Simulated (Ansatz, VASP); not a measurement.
## One calculation of Hf, two programs

```
Hf
1.0
    -1.57943    2.73566    0.00000
     0.00000    0.00000    4.99867
     4.73830    2.73566    0.00000
Hf
4
Direct
  0.50000 0.25000 0.16667
  0.00000 0.25000 0.66667
  0.00000 0.75000 0.33333
  0.50000 0.75000 0.83333
```

Alike in both runs: task single point; functional PBEsol; k mesh 10 × 7 × 6; occupations fermi-dirac, width 0.05 eV; no spin polarisation.

|  | VASP | Ansatz |
| --- | --- | --- |
| version | VASP 6.6.1 | Ansatz 0.2.0 |
| potentials or method | VASP PAW PBE potentials, release 64 (Hf_pv) | PAW with Ansatz's default frozen-core files, scalar-relativistic |
| plane-wave cutoff (eV) | 520 | 420 |
| valence electrons in the cell | 40 | 104 |

VASP gave:

```
pressure (GPa)                                                : -0.4
traceless stress, the component that is largest in VASP (GPa) : -0.23
```

Q: What did Ansatz give for the same quantities?

A: Pressure (GPa): -0.1; traceless stress, the component that is largest in VASP (GPa): -0.16.

VASP's potentials were made for PBE, not for PBEsol. VASP's potentials hold 40 valence electrons a cell and Ansatz's 104, so a difference there can come from the potentials and not from the codes.

Neither program's run includes spin-orbit coupling.
